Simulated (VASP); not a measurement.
# W (Im-3m) in VASP: notebook

The runs below take W through relaxation of cell and atoms, with PBE.

All numbers are computed with VASP 6.6.1; they aren't measurements. Logs are shortened: lines on timing, memory, paths and dates and some standing lists are left out, and cuts for length are marked.

### 1 The cell of the first run

The structure is cubic, space group Im-3m (No. 229). Conventional cell: a = 3.155 Å, b = 3.155 Å, c = 3.155 Å, α = 90.00°, β = 90.00°, γ = 90.00°. W (site symmetry m-3m) has 14 W at 2.73 to 3.16 Å within 3.6 Å.

### 2 Relaxation of cell and atoms, PBE, target pressure 8.7 GPa, at which the enthalpy is minimised

The input, INCAR:

```
ALGO     = Normal         # electronic algorithm
EDIFF    = 1E-6           # SCF threshold, eV
EDIFFG   = -0.005         # ionic threshold
ENCUT    = 600            # plane-wave cutoff, eV
GGA      = PE             # functional
IBRION   = 2              # ionic algorithm
ISIF     = 3              # what is computed and relaxed
ISMEAR   = -1             # smearing method
LASPH    = T              # aspherical terms in the spheres
LCHARG   = F              # write CHGCAR
LREAL    = F              # projectors in reciprocal space
LWAVE    = F              # write WAVECAR
NELM     = 100            # most SCF steps
NSW      = 32             # ionic steps
PREC     = Accurate       # precision mode
PSTRESS  = 87.0         
SIGMA    = 0.08           # smearing width, eV
```

The input, KPOINTS:

```
k-points
0
Gamma
  17 17 17
```

The input, POSCAR:

```
W
1.0
   -1.5775351810      1.5775351810      1.5775351810
    1.5775351810     -1.5775351810      1.5775351810
    1.5775351810      1.5775351810     -1.5775351810
W
1
Direct
    0.0000000000      0.0000000000      0.0000000000
```

Potentials or basis: VASP PAW PBE potentials, release 64 (W_sv).

Launch:

```bash
cat potpaw_PBE.64/W_sv/POTCAR > POTCAR
mpirun -np 1 vasp_std > vasp.out
```

OUTCAR:

```text
EDIFF = 1E-6
   EDIFFG = -0.005
   ENCUT = 600
   GGA = PE
   IBRION = 2
   ISIF = 3
   ISMEAR = -1
   LASPH = T
   LREAL = F
   NELM = 100
   NSW = 32
   PREC = Accurate
   PSTRESS = 87.0

 ion  position               nearest neighbor table
   1  0.000  0.000  0.000-

  LATTYP: Found a body centered cubic cell.
 ALAT       =     3.1550703620

  Lattice vectors:

 A1 = (  -1.5775351810,   1.5775351810,   1.5775351810)
 A2 = (   1.5775351810,  -1.5775351810,   1.5775351810)
 A3 = (   1.5775351810,   1.5775351810,  -1.5775351810)

Analysis of symmetry for initial positions (statically):
=====================================================================
 Subroutine PRICEL returns:
 Original cell was already a primitive cell.

 Routine SETGRP: Setting up the symmetry group for a
 body centered cubic supercell.

 Subroutine GETGRP returns: Found 48 space group operations
 (whereof 48 operations were pure point group operations)
 out of a pool of 48 trial point group operations.

The static configuration has the point symmetry O_h .

Analysis of symmetry for dynamics (positions and initial velocities):
=====================================================================
 Subroutine PRICEL returns:
 Original cell was already a primitive cell.

 Routine SETGRP: Setting up the symmetry group for a
 body centered cubic supercell.

 Subroutine GETGRP returns: Found 48 space group operations
 (whereof 48 operations were pure point group operations)
 out of a pool of 48 trial point group operations.

The dynamic configuration has the point symmetry O_h .

 Subroutine INISYM returns: Found 48 space group operations
 (whereof 48 operations are pure point group operations),
 and found     1 'primitive' translations

----------------------------------------------------------------------------------------

                                     Primitive cell

  volume of cell :      15.7035

  direct lattice vectors                    reciprocal lattice vectors
    -1.577535181  1.577535181  1.577535181     0.000000000  0.316950142  0.316950142
     1.577535181 -1.577535181  1.577535181     0.316950142  0.000000000  0.316950142
     1.577535181  1.577535181 -1.577535181     0.316950142  0.316950142  0.000000000

  length of vectors
     2.732371084  2.732371084  2.732371084     0.448235190  0.448235190  0.448235190

  position of ions in fractional coordinates (direct lattice)
     0.000000000  0.000000000  0.000000000

  ion indices of the primitive-cell ions
   primitive index   ion index
                 1           1

----------------------------------------------------------------------------------------

 KPOINTS: k-points

Automatic generation of k-mesh.
 Grid dimensions read from file:
 generate k-points for:   17   17   17

 Generating k-lattice:

  Cartesian coordinates                     Fractional coordinates (reciprocal lattice)
     0.000000000  0.018644126  0.018644126     0.058823529  0.000000000  0.000000000
     0.018644126  0.000000000  0.018644126     0.000000000  0.058823529  0.000000000
     0.018644126  0.018644126  0.000000000     0.000000000  0.000000000  0.058823529

  Length of vectors
     0.026366776  0.026366776  0.026366776

  Shift w.r.t. Gamma in fractional coordinates (k-lattice)
     0.000000000  0.000000000  0.000000000

 Subroutine IBZKPT returns following result:
 ===========================================

 Found    165 irreducible k-points:

 Following reciprocal coordinates:
            Coordinates               Weight
  0.000000  0.000000  0.000000      1.000000
  0.058824  0.000000  0.000000     12.000000
  0.117647  0.000000  0.000000     12.000000
  0.176471  0.000000  0.000000     12.000000
  0.235294  0.000000  0.000000     12.000000
  0.294118  0.000000  0.000000     12.000000
[... 16 lines left out ...]
  0.411765  0.117647  0.000000     48.000000
  0.176471  0.176471  0.000000     24.000000
 [... further k-points ...]
   k-points           NKPTS =    165   k-points in BZ     NKDIM =    165   number of bands    NBANDS=     11
   number of dos      NEDOS =    301   number of ions     NIONS =      1
   total plane-waves  NPLWV =  13824
   dimension x,y,z NGX =    24 NGY =   24 NGZ =   24
   dimension x,y,z NGXF=    48 NGYF=   48 NGZF=   48
   ions per type =               1
   NGX,Y,Z   is equivalent  to a cutoff of  14.60, 14.60, 14.60 a.u.
   NGXF,Y,Z  is equivalent  to a cutoff of  29.20, 29.20, 29.20 a.u.
 SYSTEM =  unknown system
   PREC   = accura    normal or accurate (medium, high low for compatibility)
   ISTART =      0    job   : 0-new  1-cont  2-samecut
   ICHARG =      2    charge: 1-file 2-atom 10-const
   ISPIN  =      1    spin polarized calculation?
   LNONCOLLINEAR =      F non collinear calculations
   LSORBIT =      F    spin-orbit coupling
   LASPH  =      T    aspherical Exc in radial PAW
   ENCUT  =  600.0 eV  44.10 Ry    6.64 a.u.   5.46  5.46  5.46*2*pi/ulx,y,z
   NELM   =    100;   NELMIN=  2; NELMDL= -5     # of ELM steps
   EDIFF  = 0.1E-05   stopping-criterion for ELM
   LREAL  =      F    real-space projection
   EDIFFG = -.5E-02   stopping-criterion for IOM
   NSW    =     32    number of steps for IOM
   IBRION =      2    ionic relax: 0-MD 1-quasi-New 2-CG
   NFREE  =      1    steps in history (QN), initial steepest desc. (CG)
   ISIF   =      3    stress and relaxation
   ISYM   =      2    0-nonsym 1-usesym 2-fastsym
   POTIM  = 0.5000    time-step for ionic-motion
   TEBEG  =    0.0;   TEEND  =   0.0 temperature during run
   PSTRESS=   87.0 pullay stress
   NELECT =      14.0000    total number of electrons
   NUPDOWN=      -1.0000    fix difference up-down
   EMIN   =  10.00;   EMAX   =-10.00  energy-range for DOS
   EFERMI =   0.00;   METHOD = LEGACY
   ISMEAR =    -1;   SIGMA  =   0.08  broadening in eV -4-tet -1-fermi 0-gaus
   EFERMI_NEDOS =   21; number of points for ismear=-14 and -15
   IALGO  =     38    algorithm
   IMIX   =      4    mixing-type and parameters
     AMIX     =   0.40;   BMIX     =  1.00
     AMIX_MAG =   1.60;   BMIX_MAG =  1.00
  volume/ion in A,a.u.               =      15.70       105.97
  Fermi-wavevector in a.u.,A,eV,Ry     =   1.575621  2.977492 33.777577  2.482582
  Thomas-Fermi vector in A             =   2.676577
   LORBIT       =      0    0 simple, 1 ext, 2 COOP (PROOUT), +10 PAW based schemes
   GGA     = PE    functional components
   LHFCALC =     F    Hartree Fock is set to
   AEXX    =    0.0000 exact exchange contribution
   IVDW    =     0    specifies the selected vdW correction
   LEPSILON=     F    determine dielectric tensor
   LRPA    =     F    only Hartree local field effects (RPA)
 conjugate gradient relaxation of ions
 non-spin polarized calculation
  energy-cutoff  :      600.00
  volume of cell :       15.70
 maximum number of plane-waves:       540
 NGX is ok and might be reduce to    24
   NGX = 11   NGY = 11   NGZ = 11

--------------------------------------- Ionic step        1  -------------------------------------------

 number of electron      14.0000001 magnetization

 Free energy of the ion-electron system (eV)
  ---------------------------------------------------
  ext. energy  EPLUGINS =         0.00000000
  ---------------------------------------------------
  free energy    TOTEN  =       -12.94634037 eV

  energy without entropy =      -12.93555099  energy(sigma->0) =      -12.94094568

------------------------ aborting loop because EDIFF is reached ----------------------------------------

  FORCE on cell =-STRESS in cart. coord.  units (eV):
  Direction    XX          YY          ZZ          XY          YZ          ZX
  --------------------------------------------------------------------------------------
  -------------------------------------------------------------------------------------
  Total        0.9203818      0.9203818      0.9203818      0.0000000     -0.0000000      0.0000000
  in kB       93.9034341     93.9034341     93.9034341      0.0000000     -0.0000000      0.0000000
  external PRESSURE =       6.9034341 kB  Pullay stress =      87.0000000 kB
[... 59 lines left out ...]
  enthalpy is  TOTEN    =       -12.0926901950 eV   P V=        0.8610965080

--------------------------------------- Ionic step        3  -------------------------------------------

 number of electron      14.0000001 magnetization

 Free energy of the ion-electron system (eV)
  ---------------------------------------------------
  ext. energy  EPLUGINS =         0.00000000
  ---------------------------------------------------
  free energy    TOTEN  =       -12.94812688 eV

  energy without entropy =      -12.93734426  energy(sigma->0) =      -12.94273557

 E-fermi :  11.5853     XC(G=0): -13.6828

 val. band max:       11.5511386119   @ k =  -0.1765   0.1765   0.1176
 cond. band min:      11.5908845512   @ k =   0.4118   0.0588   0.0588
 fundamental gap:      0.0397459393
 Fermi energy:        11.5853123183

 k-point     1 :       0.0000    0.0000    0.0000
  band No.  band energies     occupation
      1     -62.6238      2.00000
      2     -26.1746      2.00000
      3     -26.1746      2.00000
      4     -26.1746      2.00000
      5       1.8728      2.00000
      6      10.3083      2.00000
      7      10.3083      2.00000
      8      10.3083      2.00000
      9      13.8298      0.00000
     10      13.8298      0.00000
     11      26.0849      0.00000
[... 309 lines left out ...]
 k-point    24 :       0.1765    0.1765    0.0000
  band No.  band energies     occupation
      1     -62.5300      2.00000
      2     -27.0265      2.00000
      3     -26.4590      2.00000
      4     -26.2629      2.00000
      5       5.3189      2.00000
      6       8.7823      2.00000
      7       9.0461      2.00000
      8      12.8099      0.00000
      9      14.5224      0.00000
     10      14.7990      0.00000
     11      26.0314      0.00000

 [... further k-points ...]

------------------------ aborting loop because EDIFF is reached ----------------------------------------

  FORCE on cell =-STRESS in cart. coord.  units (eV):
  Direction    XX          YY          ZZ          XY          YZ          ZX
  --------------------------------------------------------------------------------------
  -------------------------------------------------------------------------------------
  Total        0.8547290      0.8547290      0.8547290     -0.0000000      0.0000000     -0.0000000
  in kB       87.0296902     87.0296902     87.0296902     -0.0000000      0.0000000     -0.0000000
  external PRESSURE =       0.0296902 kB  Pullay stress =      87.0000000 kB
[... 16 lines left out ...]
  FREE ENERGIE OF THE ION-ELECTRON SYSTEM (eV)
  ---------------------------------------------------
  free  energy   TOTEN  =       -12.9481268831 eV

  energy  without entropy=      -12.9373442614  energy(sigma->0) =      -12.94273557

  enthalpy is  TOTEN    =       -12.0936894874 eV   P V=        0.8544373957

 reached required accuracy - stopping structural energy minimisation
```

It took 70 s on 1 thread of Intel Xeon 8259CL, shared host; peak memory 0.17 GiB.

Results:

* Free energy: -12.9481 eV
* Relaxed volume: 15.74 Å³/atom
* Relaxed cell: a = 2.734 Å, b = 2.734 Å, c = 2.734 Å, α = 109.47°, β = 109.47°, γ = 109.47°
* Space group after relaxing (to 0.1 Å): Im-3m (No. 229)
* Energy change on relaxing (the run minimises the enthalpy): -1.8 meV/atom
* Ionic steps: 3
* Pressure after relaxing: 8.7 GPa
* Band gap on the k mesh: zero (bands 7 and 8 overlap by 6.04 eV)

Step by step:
```csv
step,energy change (eV),largest force (eV/Å),pressure (GPa),volume (Å³)
1,0.0000,0.0000,9.39,15.70
2,-0.0074,0.0000,6.12,15.86
3,-0.0018,0.0000,8.70,15.74
```

Final structure:
```cif
data_structure
_symmetry_space_group_name_H-M 'P 1'
_symmetry_Int_Tables_number 1
_cell_length_a 2.7342
_cell_length_b 2.7342
_cell_length_c 2.7342
_cell_angle_alpha 109.471
_cell_angle_beta 109.471
_cell_angle_gamma 109.471
_cell_volume 15.74
loop_
_atom_site_label
_atom_site_type_symbol
_atom_site_fract_x
_atom_site_fract_y
_atom_site_fract_z
_atom_site_occupancy
W1 W 0.00000 0.00000 0.00000 1
```

Caveat: the cell is relaxed towards a set pressure, so the run minimises the enthalpy, not the energy; spin-orbit coupling is left out, which moves the levels of the heavy elements.

### 3 Relaxation of cell and atoms, PBE, target pressure 8.7 GPa, at which the enthalpy is minimised

This run uses another cell than the first one, of 15.98 Å³/atom.

The input, INCAR:

```
SYSTEM = W
ALGO = Normal ; EDIFF = 1E-7
EDIFFG = -0.005 ; ENCUT = 600
GGA = PE ; IBRION = 2
ISIF = 3 ; ISMEAR = -1
LASPH = .True. ; LCHARG = .False.
LREAL = .False. ; LWAVE = .False.
NELM = 60 ; NSW = 60
PREC = Accurate ; PSTRESS = 87.0
SIGMA = 0.08
```

The input, KPOINTS:

```
k-points
0
Gamma
  17 17 17
  0 0 0
```

The input, POSCAR:

```
W
1.0
   -1.5868313506      1.5868313506      1.5868313506
    1.5868313506     -1.5868313506      1.5868313506
    1.5868313506      1.5868313506     -1.5868313506
W
1
Direct
    0.0000000000      0.0000000000      0.0000000000
```

Potentials or basis: VASP PAW PBE potentials, release 64 (W_sv).

Launch:

```bash
cat potpaw_PBE.64/W_sv/POTCAR > POTCAR
mpirun -np 1 vasp_std > vasp.out
```

It took 96 s on 1 thread of Intel Xeon 8259CL, shared host; peak memory 0.18 GiB.

Results (log left out):

```yaml
Free_energy: -12.9482 eV
Relaxed_volume: 15.74 Å³/atom
Relaxed_cell: a = 2.734 Å, b = 2.734 Å, c = 2.734 Å, α = 109.47°, β = 109.47°, γ = 109.47°
Space_group_after_relaxing_to_0.1_Å: Im-3m (No. 229)
Energy_change_on_relaxing_the_run_minimises_the_enthalpy: +9.4 meV/atom
Ionic_steps: 4
Pressure_after_relaxing: 8.7 GPa
Band_gap_on_the_k_mesh: zero (bands 7 and 8 overlap by 6.04 eV)
```

The path:
```csv
step,energy change (eV),largest force (eV/Å),pressure (GPa),volume (Å³)
1,0.0000,0.0000,3.57,15.98
2,0.1197,0.0000,31.38,14.83
3,0.0091,0.0000,8.57,15.74
4,0.0094,0.0000,8.69,15.74
```

Final structure:
```
W
1.0
    -1.57863    1.57863    1.57863
     1.57863   -1.57863    1.57863
     1.57863    1.57863   -1.57863
W
1
Direct
  0.00000 0.00000 0.00000
```

Levels at points of the mesh, in eV from the Fermi level:
```csv
k point,band 4,band 5,band 6,band 7,band 8,band 9,band 10,band 11
"(0.00, 0.00, 0.00)",-37.76,-9.71,-1.28,-1.28,-1.28,2.24,2.24,14.50
```

Caveat: the cell is relaxed towards a set pressure, so the run minimises the enthalpy, not the energy; spin-orbit coupling is left out, which moves the levels of the heavy elements.

The gap in the log of VASP goes by the Fermi energy; the results here count the filled bands.